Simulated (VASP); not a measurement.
# TiAl (lda) (P-6m2) in VASP: a series of runs

The runs below take TiAl (lda) through single point, relaxation of cell and atoms, with LDA.

All numbers are computed with VASP 6.6.1; they aren't measurements. Logs are shortened: lines on timing, memory, paths and dates and some standing lists are left out, and cuts for length are marked.

## Step 1: The cell of the first run

Symmetry: P-6m2, No. 187, hexagonal system. Conventional cell: a = 2.812 Å, b = 2.812 Å, c = 4.590 Å, α = 90.00°, β = 90.00°, γ = 120.00°. Within 3.7 Å of Ti (site symmetry -6m2) lie 6 Al at 2.81 Å and 6 Ti at 2.81 Å. Al (site symmetry -6m2) has 6 Ti at 2.81 Å and 6 Al at 2.81 Å within 3.7 Å.

## Step 2: Single point, LDA

INCAR reads:

```
SYSTEM = TiAl
ALGO = Normal
EDIFF = 1E-6
ENCUT = 520
ISIF = 2
ISMEAR = 0
LASPH = .True.
LCHARG = .False.
LREAL = .False.
LWAVE = .False.
NBANDS = 14
NELM = 100
PREC = Accurate
SIGMA = 0.1
```

KPOINTS reads:

```
k-points
0
Gamma
  18 18 10
  0 0 0
```

POSCAR reads:

```
TiAl
1.0
    2.8120886535      0.0000000028      0.0000000000
   -1.4060443292      2.4353402102      0.0000000000
    0.0000000000      0.0000000000      4.5900914916
Ti Al
1 1
Direct
    0.0000000000      0.0000000000      0.0000000000
    0.3333333333      0.6666666667      0.5000000000
```

Potentials or basis: VASP PAW LDA potentials, release 64 (Ti_sv, Al).

Command:

```
cat potpaw_LDA.64/Ti_sv/POTCAR potpaw_LDA.64/Al/POTCAR > POTCAR
mpirun -np 1 vasp_std > vasp.out
```

OUTCAR:

```text
SYSTEM = TiAl
   EDIFF = 1E-6
   ENCUT = 520
   ISIF = 2
   ISMEAR = 0
   LASPH = .True.
   LREAL = .False.
   NELM = 100
   PREC = Accurate

 ion  position               nearest neighbor table
   1  0.000  0.000  0.000-   2 2.81   2 2.81   2 2.81   2 2.81   2 2.81   2 2.81
   2  0.333  0.667  0.500-   1 2.81   1 2.81   1 2.81   1 2.81   1 2.81   1 2.81

  LATTYP: Found a hexagonal cell.
 ALAT       =     2.8120886535
 C/A-ratio  =     1.6322712607

  Lattice vectors:

 A1 = (   2.8120886535,   0.0000000028,   0.0000000000)
 A2 = (  -1.4060443292,   2.4353402102,   0.0000000000)
 A3 = (   0.0000000000,   0.0000000000,   4.5900914916)

Analysis of symmetry for initial positions (statically):
=====================================================================
 Subroutine PRICEL returns:
 Original cell was already a primitive cell.

 Routine SETGRP: Setting up the symmetry group for a
 hexagonal supercell.

 Subroutine GETGRP returns: Found 12 space group operations
 (whereof 12 operations were pure point group operations)
 out of a pool of 24 trial point group operations.

The static configuration has the point symmetry D_3h.

Analysis of symmetry for dynamics (positions and initial velocities):
=====================================================================
 Subroutine PRICEL returns:
 Original cell was already a primitive cell.

 Routine SETGRP: Setting up the symmetry group for a
 hexagonal supercell.

 Subroutine GETGRP returns: Found 12 space group operations
 (whereof 12 operations were pure point group operations)
 out of a pool of 24 trial point group operations.

The dynamic configuration has the point symmetry D_3h.

 Subroutine INISYM returns: Found 12 space group operations
 (whereof 12 operations are pure point group operations),
 and found     1 'primitive' translations

----------------------------------------------------------------------------------------

                                     Primitive cell

  volume of cell :      31.4347

  direct lattice vectors                    reciprocal lattice vectors
     2.812088654  0.000000003  0.000000000     0.355607565  0.205310124  0.000000000
    -1.406044329  2.435340210  0.000000000    -0.000000000  0.410620247  0.000000000
     0.000000000  0.000000000  4.590091492     0.000000000  0.000000000  0.217860581

  length of vectors
     2.812088654  2.812088653  4.590091492     0.410620247  0.410620247  0.217860581

  position of ions in fractional coordinates (direct lattice)
     0.000000000  0.000000000  0.000000000
     0.333333333  0.666666667  0.500000000

  ion indices of the primitive-cell ions
   primitive index   ion index
                 1           1
                 2           2

----------------------------------------------------------------------------------------

 KPOINTS: k-points

Automatic generation of k-mesh.
 Grid dimensions read from file:
 generate k-points for:   18   18   10

 Generating k-lattice:

  Cartesian coordinates                     Fractional coordinates (reciprocal lattice)
     0.019755976  0.011406118  0.000000000     0.055555556  0.000000000  0.000000000
    -0.000000000  0.022812236  0.000000000     0.000000000  0.055555556  0.000000000
     0.000000000  0.000000000  0.021786058     0.000000000  0.000000000  0.100000000

  Length of vectors
     0.022812236  0.022812236  0.021786058

  Shift w.r.t. Gamma in fractional coordinates (k-lattice)
     0.000000000  0.000000000  0.000000000

 Subroutine IBZKPT returns following result:
 ===========================================

 Found    222 irreducible k-points:

 Following reciprocal coordinates:
            Coordinates               Weight
  0.000000  0.000000  0.000000      1.000000
  0.055556  0.000000  0.000000      6.000000
  0.111111  0.000000  0.000000      6.000000
  0.166667  0.000000  0.000000      6.000000
  0.222222  0.000000  0.000000      6.000000
  0.277778  0.000000  0.000000      6.000000
[... 16 lines left out ...]
  0.333333  0.111111  0.000000     12.000000
  0.388889  0.111111  0.000000     12.000000
 [... further k-points ...]
   k-points           NKPTS =    222   k-points in BZ     NKDIM =    222   number of bands    NBANDS=     14
   number of dos      NEDOS =    301   number of ions     NIONS =      2
   total plane-waves  NPLWV =  20736
   dimension x,y,z NGX =    24 NGY =   24 NGZ =   36
   dimension x,y,z NGXF=    48 NGYF=   48 NGZF=   72
   ions per type =               1   1
   NGX,Y,Z   is equivalent  to a cutoff of  14.19, 14.19, 13.04 a.u.
   NGXF,Y,Z  is equivalent  to a cutoff of  28.38, 28.38, 26.08 a.u.
 SYSTEM =  TiAl
   PREC   = accura    normal or accurate (medium, high low for compatibility)
   ISTART =      0    job   : 0-new  1-cont  2-samecut
   ICHARG =      2    charge: 1-file 2-atom 10-const
   ISPIN  =      1    spin polarized calculation?
   LNONCOLLINEAR =      F non collinear calculations
   LSORBIT =      F    spin-orbit coupling
   LASPH  =      T    aspherical Exc in radial PAW
   ENCUT  =  520.0 eV  38.22 Ry    6.18 a.u.   5.23  5.23  8.53*2*pi/ulx,y,z
   NELM   =    100;   NELMIN=  2; NELMDL= -5     # of ELM steps
   EDIFF  = 0.1E-05   stopping-criterion for ELM
   LREAL  =      F    real-space projection
   EDIFFG = 0.1E-04   stopping-criterion for IOM
   NSW    =      0    number of steps for IOM
   IBRION =     -1    ionic relax: 0-MD 1-quasi-New 2-CG
   NFREE  =      0    steps in history (QN), initial steepest desc. (CG)
   ISIF   =      2    stress and relaxation
   ISYM   =      2    0-nonsym 1-usesym 2-fastsym
   POTIM  = 0.5000    time-step for ionic-motion
   TEBEG  =    0.0;   TEEND  =   0.0 temperature during run
   PSTRESS=    0.0 pullay stress
   NELECT =      15.0000    total number of electrons
   NUPDOWN=      -1.0000    fix difference up-down
   EMIN   =  10.00;   EMAX   =-10.00  energy-range for DOS
   EFERMI =   0.00;   METHOD = LEGACY
   ISMEAR =     0;   SIGMA  =   0.10  broadening in eV -4-tet -1-fermi 0-gaus
   EFERMI_NEDOS =   21; number of points for ismear=-14 and -15
   IALGO  =     38    algorithm
   IMIX   =      4    mixing-type and parameters
     AMIX     =   0.40;   BMIX     =  1.00
     AMIX_MAG =   1.60;   BMIX_MAG =  1.00
  volume/ion in A,a.u.               =      15.72       106.07
  Fermi-wavevector in a.u.,A,eV,Ry     =   1.279289  2.417505 22.267019  1.636580
  Thomas-Fermi vector in A             =   2.411783
   LORBIT       =      0    0 simple, 1 ext, 2 COOP (PROOUT), +10 PAW based schemes
   GGA     = CA    functional components
   LHFCALC =     F    Hartree Fock is set to
   AEXX    =    0.0000 exact exchange contribution
   IVDW    =     0    specifies the selected vdW correction
   LEPSILON=     F    determine dielectric tensor
   LRPA    =     F    only Hartree local field effects (RPA)
 non-spin polarized calculation
 Gauss-broadening in eV      SIGMA  =   0.10
  energy-cutoff  :      520.00
  volume of cell :       31.43
 maximum number of plane-waves:       860
 NGX is ok and might be reduce to    24
   NGX = 11   NGY = 11   NGZ = 17

 number of electron      15.0000004 magnetization

 Free energy of the ion-electron system (eV)
  ---------------------------------------------------
  ext. energy  EPLUGINS =         0.00000000
  ---------------------------------------------------
  free energy    TOTEN  =       -13.25603864 eV

  energy without entropy =      -13.24374524  energy(sigma->0) =      -13.24989194

 E-fermi :   8.2440     XC(G=0): -11.4035

 val. band max:        8.2424251602   @ k =   0.3333   0.2778   0.3000
 cond. band min:       8.2465571584   @ k =   0.3333   0.3333   0.3000
 fundamental gap:      0.0041319982
 Fermi energy:         8.2439850466

 k-point     1 :       0.0000    0.0000    0.0000
  band No.  band energies     occupation
      1     -47.4632      2.00000
      2     -24.1804      2.00000
      3     -23.6824      2.00000
      4     -23.6824      2.00000
      5      -0.9234      2.00000
      6       5.8944      2.00000
      7       6.4507      2.00000
      8       9.5571      0.00000
      9       9.5571      0.00000
     10      11.1520      0.00000
     11      11.1520      0.00000
     12      12.4001      0.00000
     13      21.5152      0.00000
     14      21.5152      0.00000

 k-point     2 :       0.0556    0.0000    0.0000
  band No.  band energies     occupation
      1     -47.4594      2.00000
      2     -24.1768      2.00000
      3     -23.7047      2.00000
      4     -23.6873      2.00000
      5      -0.8434      2.00000
      6       5.9838      2.00000
      7       6.4552      2.00000
      8       9.4765      0.00000
      9       9.6252      0.00000
     10      11.1283      0.00000
     11      11.1705      0.00000
     12      12.4201      0.00000
     13      20.2162      0.00000
     14      20.7703      0.00000

 k-point     3 :       0.1111    0.0000    0.0000
  band No.  band energies     occupation
      1     -47.4486      2.00000
      2     -24.1664      2.00000
      3     -23.7687      2.00000
      4     -23.7017      2.00000
      5      -0.6052      2.00000
      6       6.2397      2.00000
      7       6.4680      2.00000
      8       9.2569      0.00000
      9       9.8255      0.00000
     10      11.0609      0.00000
     11      11.2287      0.00000
     12      12.4755      0.00000
     13      18.3306      0.00000
     14      19.8374      0.00000
[... 324 lines left out ...]
 k-point    23 :       0.3333    0.1111    0.0000
  band No.  band energies     occupation
      1     -47.3471      2.00000
      2     -24.2990      2.00000
      3     -24.0698      2.00000
      4     -23.8756      2.00000
      5       2.9514      2.00000
      6       6.6675      2.00000
      7       6.9989      2.00000
      8       7.7770      2.00000
      9       9.9976      0.00000
     10      11.2595      0.00000
     11      12.5641      0.00000
     12      12.7755      0.00000
     13      13.8990      0.00000
     14      14.9659      0.00000

 k-point    24 :       0.3889    0.1111    0.0000
  band No.  band energies     occupation
      1     -47.3367      2.00000
      2     -24.3508      2.00000
      3     -24.0599      2.00000
      4     -23.8937      2.00000
      5       3.9360      2.00000
      6       6.2814      2.00000
      7       6.7032      2.00000
      8       7.4018      2.00000
      9       9.8677      0.00000
     10      11.5173      0.00000
     11      12.5588      0.00000
     12      13.1062      0.00000
     13      14.0560      0.00000
     14      15.1474      0.00000

 [... further k-points ...]
[... 5 lines left out ...]
  --------------------------------------------------------------------------------------
  -------------------------------------------------------------------------------------
  Total        0.0122583      0.0122583      0.0414778     -0.0000000      0.0000000     -0.0000000
  in kB        0.6247860      0.6247860      2.1140529     -0.0000000      0.0000000     -0.0000000
  external PRESSURE =       1.1212083 kB  Pullay stress =       0.0000000 kB

 VOLUME and BASIS-vectors are now :
 -----------------------------------------------------------------------------
  energy-cutoff  :      520.00
  volume of cell :       31.43
      direct lattice vectors                 reciprocal lattice vectors
     2.812088654  0.000000003  0.000000000     0.355607565  0.205310124  0.000000000
    -1.406044329  2.435340210  0.000000000    -0.000000000  0.410620247  0.000000000
     0.000000000  0.000000000  4.590091492     0.000000000  0.000000000  0.217860581

 POSITION                                       TOTAL-FORCE (eV/Angst)
 -----------------------------------------------------------------------------------
      0.00000      0.00000      0.00000        -0.000000      0.000000      0.000000
     -0.00000      1.62356      2.29505         0.000000     -0.000000      0.000000
 -----------------------------------------------------------------------------------
    total drift:                                0.000000     -0.000000      0.000000

  FREE ENERGIE OF THE ION-ELECTRON SYSTEM (eV)
  ---------------------------------------------------
  free  energy   TOTEN  =       -13.2560386401 eV

  energy  without entropy=      -13.2437452406  energy(sigma->0) =      -13.24989194
```

Wall time 41 s (1 thread of Intel Xeon 6975P-C (Granite Rapids), shared host); peak memory 0.21 GiB.

Results:

```yaml
Free_energy: -13.2560 eV
Pressure: 0.1 GPa
```

Stress tensor (GPa, compression positive):
```
0.06 0.00 0.00
0.00 0.06 0.00
0.00 0.00 0.21
```

Levels at points of the mesh, in eV from the Fermi level:
| k point | band 5 | band 6 | band 7 | band 8 | band 9 | band 10 |
| --- | --- | --- | --- | --- | --- | --- |
| (0.00, 0.00, 0.00) | -9.17 | -2.35 | -1.79 | 1.31 | 1.31 | 2.91 |
| (0.50, 0.00, 0.00) | -3.82 | -2.80 | -1.68 | -1.10 | 2.18 | 4.22 |
| (0.00, 0.00, 0.50) | -8.22 | -5.34 | -0.50 | 1.33 | 1.33 | 2.83 |
| (0.50, 0.00, 0.50) | -3.80 | -2.43 | -1.93 | 0.70 | 0.98 | 1.97 |

## Step 3: Relaxation of cell and atoms, LDA

This run uses another cell than the first one, of 16.65 Å³/atom, 1.060 times its volume.

INCAR reads:

```
SYSTEM = TiAl
  PREC = Accurate
  ENCUT = 600
  EDIFF = 1E-7
  ISMEAR = 0
  SIGMA = 0.1
  LREAL = .False.
  LASPH = .True.
  NELM = 100
  ALGO = Normal
  ISIF = 3
  LWAVE = .False.
  LCHARG = .False.
  GGA = CA
  IBRION = 2
  NSW = 100
  EDIFFG = -0.002
```

KPOINTS reads:

```
Automatic mesh
0
Gamma
  18 18 10
  0 0 0
```

POSCAR reads:

```
TiAl
1.0
    2.8672622300      0.0000000000      0.0000000000
   -1.4336311200      2.4831219300      0.0000000000
    0.0000000000      0.0000000000      4.6780830000
Ti Al
1 1
Direct
    0.0000000000      0.0000000000      0.0000000000
    0.3333333300      0.6666666700      0.5000000000
```

Potentials or basis: VASP PAW LDA potentials, release 64 (Ti_sv, Al).

Command:

```
cat potpaw_LDA.64/Ti_sv/POTCAR potpaw_LDA.64/Al/POTCAR > POTCAR
mpirun -np 1 vasp_std > vasp.out
```

Wall time 3.8 min (1 thread of Intel Xeon 6975P-C (Granite Rapids), shared host); peak memory 0.24 GiB.

It converged, with:

```
Free energy                            : -13.2563 eV
Relaxed volume                         : 15.73 Å³/atom
Relaxed cell                           : a = 2.812 Å, b = 2.812 Å, c = 4.594 Å, α = 90.00°, β = 90.00°, γ = 120.00°
Space group after relaxing (to 0.05 Å) : P-6m2 (No. 187)
Energy gained by relaxing              : 18.3 meV/atom
Ionic steps                            : 8
Pressure after relaxing                : 0.0 GPa
```

Step by step:
```
step  energy change (eV)  largest force (eV/Å)  pressure (GPa)  volume (Å³)
   1              0.0000                0.0000           -6.03        33.31
   2             -0.0211                0.0000            4.50        30.37
   3             -0.0363                0.0000           -0.03        31.48
   4             -0.0363                0.0000            0.09        31.44
   5             -0.0365                0.0000            0.10        31.43
   6             -0.0365                0.0000            0.12        31.42
   7             -0.0365                0.0000           -0.07        31.47
   8             -0.0365                0.0000           -0.01        31.45
```

Final structure:
```
CELL_PARAMETERS angstrom
2.81174 0.00000 0.00000
-1.40587 2.43504 0.00000
0.00000 0.00000 4.59382
ATOMIC_POSITIONS crystal
Ti 0.00000 0.00000 0.00000
Al 0.33333 0.66667 0.50000
```

Levels at points of the mesh, in eV from the Fermi level:
```csv
k point,band 3,band 4,band 5,band 6,band 7,band 8,band 9,band 10,band 11
"(0.00, 0.00, 0.00)",-31.93,-31.93,-9.17,-2.35,-1.80,1.31,1.31,2.91,2.91
"(0.50, 0.00, 0.00)",-32.31,-32.09,-3.82,-2.80,-1.68,-1.10,2.18,4.22,4.33
"(0.00, 0.00, 0.50)",-31.93,-31.93,-8.22,-5.34,-0.50,1.33,1.33,2.83,2.83
"(0.50, 0.00, 0.50)",-32.31,-32.09,-3.80,-2.43,-1.93,0.70,0.98,1.97,3.08
```

(Continued in part 2 of 2.)
